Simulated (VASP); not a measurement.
# TaRe (Cmmm) in VASP: relaxation of volume and atoms at fixed shape with LDA

Aim: the relaxation of volume and atoms at fixed shape of TaRe with LDA.

Program: VASP 6.6.1. These are calculated values, not measurements. Logs are shortened: lines on timing, memory, paths and dates and some standing lists are left out, and cuts for length are marked.

## Step 1: The cell of the first run

The structure is orthorhombic, space group Cmmm (No. 65). The conventional cell has a = 3.193 Å, b = 4.579 Å, c = 4.444 Å, α = 90.00°, β = 90.00°, γ = 90.00°. Within 3.6 Å of Ta (site symmetry mmm) lie 8 Re at 2.74 to 3.19 Å and 6 Ta at 2.79 to 3.19 Å. Re (site symmetry mmm) has 8 Ta at 2.74 to 3.19 Å and 6 Re at 2.79 to 3.19 Å within 3.6 Å.

## Step 2: Relaxation of volume and atoms at fixed shape, LDA

The input, INCAR:

```
PREC     = Accurate       # precision mode
ENCUT    = 600            # plane-wave cutoff, eV
EDIFF    = 1E-7           # SCF threshold, eV
ISMEAR   = 0              # smearing method
SIGMA    = 0.05           # smearing width, eV
LREAL    = F              # projectors in reciprocal space
LASPH    = T              # aspherical terms in the spheres
NELM     = 100            # most SCF steps
ALGO     = Normal         # electronic algorithm
ISIF     = 8              # what is computed and relaxed
LWAVE    = F              # write WAVECAR
LCHARG   = F              # write CHGCAR
IBRION   = 2              # ionic algorithm
NSW      = 60             # ionic steps
EDIFFG   = -0.01          # ionic threshold
```

The input, KPOINTS:

```
Automatic mesh
0
Gamma
  8 8 5
```

The input, POSCAR:

```
TaRe
1.0
    1.5963300000     -2.2893200000      0.0000000000
    1.5963300000      2.2893200000      0.0000000000
    0.0000000000      0.0000000000      4.4440900000
Ta Re
1 1
Direct
    0.5000000000      0.5000000000      0.5000000000
    0.0000000000      0.0000000000      0.0000000000
```

Potentials or basis: VASP PAW LDA potentials, release 64 (Ta_pv, Re).

Started as:

```console
$ cat potpaw_LDA.64/Ta_pv/POTCAR potpaw_LDA.64/Re/POTCAR > POTCAR
$ mpirun -np 1 vasp_std > vasp.out
```

OUTCAR:

```text
PREC = Accurate
   ENCUT = 600
   EDIFF = 1E-7
   ISMEAR = 0
   LREAL = F
   LASPH = T
   NELM = 100
   ISIF = 8
   IBRION = 2
   NSW = 60
   EDIFFG = -0.01

 ion  position               nearest neighbor table
   1  0.500  0.500  0.500-   2 2.74   2 2.74   2 2.74   2 2.74   2 3.19   2 3.19   2 3.19   2 3.19

   2  0.000  0.000  0.000-   1 2.74   1 2.74   1 2.74   1 2.74   1 3.19   1 3.19   1 3.19   1 3.19

  LATTYP: Found a base centered orthorhombic cell.
 ALAT       =     3.1926600000
 B/A-ratio  =     1.4341145001
 C/A-ratio  =     1.3919709584

  Lattice vectors:

 A1 = (   1.5963300000,  -2.2893200000,   0.0000000000)
 A2 = (   1.5963300000,   2.2893200000,   0.0000000000)
 A3 = (   0.0000000000,   0.0000000000,   4.4440900000)

Analysis of symmetry for initial positions (statically):
=====================================================================
 Subroutine PRICEL returns:
 Original cell was already a primitive cell.

 Routine SETGRP: Setting up the symmetry group for a
 base centered orthorhombic supercell.

 Subroutine GETGRP returns: Found  8 space group operations
 (whereof  8 operations were pure point group operations)
 out of a pool of  8 trial point group operations.

The static configuration has the point symmetry D_2h.

Analysis of symmetry for dynamics (positions and initial velocities):
=====================================================================
 Subroutine PRICEL returns:
 Original cell was already a primitive cell.

 Routine SETGRP: Setting up the symmetry group for a
 base centered orthorhombic supercell.

 Subroutine GETGRP returns: Found  8 space group operations
 (whereof  8 operations were pure point group operations)
 out of a pool of  8 trial point group operations.

The dynamic configuration has the point symmetry D_2h.

 Subroutine INISYM returns: Found  8 space group operations
 (whereof  8 operations are pure point group operations),
 and found     1 'primitive' translations

----------------------------------------------------------------------------------------

                                     Primitive cell

  volume of cell :      32.4819

  direct lattice vectors                    reciprocal lattice vectors
     1.596330000 -2.289320000  0.000000000     0.313218445 -0.218405465  0.000000000
     1.596330000  2.289320000  0.000000000     0.313218445  0.218405465  0.000000000
     0.000000000  0.000000000  4.444090000     0.000000000  0.000000000  0.225017945

  length of vectors
     2.790923777  2.790923777  4.444090000     0.381846489  0.381846489  0.225017945

  position of ions in fractional coordinates (direct lattice)
     0.500000000  0.500000000  0.500000000
     0.000000000  0.000000000  0.000000000

  ion indices of the primitive-cell ions
   primitive index   ion index
                 1           1
                 2           2

----------------------------------------------------------------------------------------

 KPOINTS: Automatic mesh

Automatic generation of k-mesh.
 Grid dimensions read from file:
 generate k-points for:    8    8    5

 Generating k-lattice:

  Cartesian coordinates                     Fractional coordinates (reciprocal lattice)
     0.039152306 -0.027300683  0.000000000     0.125000000  0.000000000  0.000000000
     0.039152306  0.027300683  0.000000000     0.000000000  0.125000000  0.000000000
     0.000000000  0.000000000  0.045003589     0.000000000  0.000000000  0.200000000

  Length of vectors
     0.047730811  0.047730811  0.045003589

  Shift w.r.t. Gamma in fractional coordinates (k-lattice)
     0.000000000  0.000000000  0.000000000

 Subroutine IBZKPT returns following result:
 ===========================================

 Found     63 irreducible k-points:

 Following reciprocal coordinates:
            Coordinates               Weight
  0.000000  0.000000  0.000000      1.000000
  0.125000  0.000000  0.000000      4.000000
  0.250000  0.000000  0.000000      4.000000
  0.375000 -0.000000  0.000000      4.000000
  0.500000  0.000000  0.000000      2.000000
  0.125000  0.125000  0.000000      2.000000
[... 16 lines left out ...]
  0.125000  0.000000  0.200000      8.000000
  0.250000  0.000000  0.200000      8.000000
 [... further k-points ...]
   k-points           NKPTS =     63   k-points in BZ     NKDIM =     63   number of bands    NBANDS=     13
   number of dos      NEDOS =    301   number of ions     NIONS =      2
   total plane-waves  NPLWV =  20736
   dimension x,y,z NGX =    24 NGY =   24 NGZ =   36
   dimension x,y,z NGXF=    48 NGYF=   48 NGZF=   72
   ions per type =               1   1
   NGX,Y,Z   is equivalent  to a cutoff of  14.30, 14.30, 13.47 a.u.
   NGXF,Y,Z  is equivalent  to a cutoff of  28.59, 28.59, 26.93 a.u.
 SYSTEM =  unknown system
   PREC   = accura    normal or accurate (medium, high low for compatibility)
   ISTART =      0    job   : 0-new  1-cont  2-samecut
   ICHARG =      2    charge: 1-file 2-atom 10-const
   ISPIN  =      1    spin polarized calculation?
   LNONCOLLINEAR =      F non collinear calculations
   LSORBIT =      F    spin-orbit coupling
   LASPH  =      T    aspherical Exc in radial PAW
   ENCUT  =  600.0 eV  44.10 Ry    6.64 a.u.   5.57  5.57  8.88*2*pi/ulx,y,z
   NELM   =    100;   NELMIN=  2; NELMDL= -5     # of ELM steps
   EDIFF  = 0.1E-06   stopping-criterion for ELM
   LREAL  =      F    real-space projection
   EDIFFG = -.1E-01   stopping-criterion for IOM
   NSW    =     60    number of steps for IOM
   IBRION =      2    ionic relax: 0-MD 1-quasi-New 2-CG
   NFREE  =      1    steps in history (QN), initial steepest desc. (CG)
   ISIF   =      8    stress and relaxation
   ISYM   =      2    0-nonsym 1-usesym 2-fastsym
   POTIM  = 0.5000    time-step for ionic-motion
   TEBEG  =    0.0;   TEEND  =   0.0 temperature during run
   PSTRESS=    0.0 pullay stress
   NELECT =      18.0000    total number of electrons
   NUPDOWN=      -1.0000    fix difference up-down
   EMIN   =  10.00;   EMAX   =-10.00  energy-range for DOS
   EFERMI =   0.00;   METHOD = LEGACY
   ISMEAR =     0;   SIGMA  =   0.05  broadening in eV -4-tet -1-fermi 0-gaus
   EFERMI_NEDOS =   21; number of points for ismear=-14 and -15
   IALGO  =     38    algorithm
   IMIX   =      4    mixing-type and parameters
     AMIX     =   0.40;   BMIX     =  1.00
     AMIX_MAG =   1.60;   BMIX_MAG =  1.00
  volume/ion in A,a.u.               =      16.24       109.60
  Fermi-wavevector in a.u.,A,eV,Ry     =   1.344678  2.541073 24.601499  1.808159
  Thomas-Fermi vector in A             =   2.472652
   LORBIT       =      0    0 simple, 1 ext, 2 COOP (PROOUT), +10 PAW based schemes
   GGA     = CA    functional components
   LHFCALC =     F    Hartree Fock is set to
   AEXX    =    0.0000 exact exchange contribution
   IVDW    =     0    specifies the selected vdW correction
   LEPSILON=     F    determine dielectric tensor
   LRPA    =     F    only Hartree local field effects (RPA)
 conjugate gradient relaxation of ions
 non-spin polarized calculation
 Gauss-broadening in eV      SIGMA  =   0.05
  energy-cutoff  :      600.00
  volume of cell :       32.48
 maximum number of plane-waves:      1104
 NGX is ok and might be reduce to    24
   NGX = 11   NGY = 11   NGZ = 17

--------------------------------------- Ionic step        1  -------------------------------------------

 number of electron      18.0000000 magnetization

 Free energy of the ion-electron system (eV)
  ---------------------------------------------------
  ext. energy  EPLUGINS =         0.00000000
  ---------------------------------------------------
  free energy    TOTEN  =       -26.94442496 eV

  energy without entropy =      -26.94373419  energy(sigma->0) =      -26.94407957

------------------------ aborting loop because EDIFF is reached ----------------------------------------

  FORCE on cell =-STRESS in cart. coord.  units (eV):
  Direction    XX          YY          ZZ          XY          YZ          ZX
  --------------------------------------------------------------------------------------
  -------------------------------------------------------------------------------------
  Total       -2.2934411     -1.7861514     -2.0405482      0.0000000      0.0000000      0.0000000
  in kB     -113.1243656    -88.1022150   -100.6503805      0.0000000      0.0000000      0.0000000
  external PRESSURE =    -100.6256537 kB  Pullay stress =       0.0000000 kB
[... 93 lines left out ...]
  energy  without entropy=      -26.9787539097  energy(sigma->0) =      -26.97938727

--------------------------------------- Ionic step        4  -------------------------------------------

 number of electron      18.0000001 magnetization

 Free energy of the ion-electron system (eV)
  ---------------------------------------------------
  ext. energy  EPLUGINS =         0.00000000
  ---------------------------------------------------
  free energy    TOTEN  =       -26.98008254 eV

  energy without entropy =      -26.97878745  energy(sigma->0) =      -26.97943500

 E-fermi :   7.4052     XC(G=0): -13.5106

 val. band max:        7.4050684274   @ k =   0.0000   0.0000   0.4000
 cond. band min:       7.4393464990   @ k =   0.3750   0.2500   0.0000
 fundamental gap:      0.0342780716
 Fermi energy:         7.4051678948

 k-point     1 :       0.0000    0.0000    0.0000
  band No.  band energies     occupation
      1     -26.6741      2.00000
      2     -26.0305      2.00000
      3     -25.7961      2.00000
      4      -2.0590      2.00000
      5       1.2459      2.00000
      6       3.6797      2.00000
      7       5.8160      2.00000
      8       6.1173      2.00000
      9       6.8788      2.00000
     10       8.6234      0.00000
     11       8.6236      0.00000
     12       8.7818      0.00000
     13      10.9079      0.00000
[... 353 lines left out ...]
 k-point    24 :       0.2500    0.0000    0.2000
  band No.  band energies     occupation
      1     -26.6219      2.00000
      2     -26.5729      2.00000
      3     -25.9306      2.00000
      4       0.2108      2.00000
      5       2.7634      2.00000
      6       4.0730      2.00000
      7       4.9996      2.00000
      8       5.1091      2.00000
      9       6.2982      2.00000
     10       7.9654      0.00000
     11       8.4294      0.00000
     12       9.5662      0.00000
     13      10.9333      0.00000

 [... further k-points ...]

------------------------ aborting loop because EDIFF is reached ----------------------------------------

  FORCE on cell =-STRESS in cart. coord.  units (eV):
  Direction    XX          YY          ZZ          XY          YZ          ZX
  --------------------------------------------------------------------------------------
  -------------------------------------------------------------------------------------
  Total       -0.2894838      0.1406369      0.1075946      0.0000000      0.0000000      0.0000000
  in kB      -14.7789940      7.1799239      5.4930174      0.0000000      0.0000000      0.0000000
  external PRESSURE =      -0.7020176 kB  Pullay stress =       0.0000000 kB
[... 17 lines left out ...]
  FREE ENERGIE OF THE ION-ELECTRON SYSTEM (eV)
  ---------------------------------------------------
  free  energy   TOTEN  =       -26.9800825438 eV

  energy  without entropy=      -26.9787874469  energy(sigma->0) =      -26.97943500

 reached required accuracy - stopping structural energy minimisation
```

Run time: 49 s. Hardware: 1 thread of Intel Xeon Platinum 8488C (Sapphire Rapids), shared host; peak memory 0.18 GiB.

Results:

```
Free energy                           : -26.9801 eV
Relaxed volume                        : 15.69 Å³/atom
Relaxed cell                          : a = 2.759 Å, b = 2.759 Å, c = 4.393 Å, α = 90.00°, β = 90.00°, γ = 110.22°
Space group after relaxing (to 0.1 Å) : Cmmm (No. 65)
Energy gained by relaxing             : 17.8 meV/atom
Ionic steps                           : 4
Pressure after relaxing               : -0.1 GPa
Band gap on the k mesh                : zero (bands 9 and 10 overlap by 3.22 eV)
```

Step by step:
```
step  energy change (eV)  largest force (eV/Å)  pressure (GPa)  volume (Å³)
   1              0.0000                0.0000          -10.06        32.48
   2              0.4148                0.0000           46.45        27.92
   3             -0.0356                0.0000           -0.44        31.42
   4             -0.0357                0.0000           -0.07        31.38
```

Final structure:
```yaml
crystal:
  lattice:
    - [1.57811, -2.26320, 0.00000]
    - [1.57811, 2.26320, 0.00000]
    - [0.00000, 0.00000, 4.39338]
  atoms:
    - { symbol: Ta, position: [0.50000, 0.50000, 0.50000] }
    - { symbol: Re, position: [0.00000, 0.00000, 0.00000] }
```

Levels at points of the mesh, in eV from the Fermi level:
```
           k point  band 6  band 7  band 8  band 9  band 10  band 11  band 12  band 13
(0.00, 0.00, 0.00)   -3.73   -1.59   -1.29   -0.53     1.22     1.22     1.38     3.50
(0.50, 0.00, 0.00)   -3.49   -2.49   -2.35   -1.69     0.54     1.68     3.19     4.89
(0.50, 0.50, 0.00)   -5.71   -3.68    0.78    2.37     3.56     3.66     5.29     5.90
```

Caveat: spin-orbit coupling is left out, which moves the levels of the heavy elements.
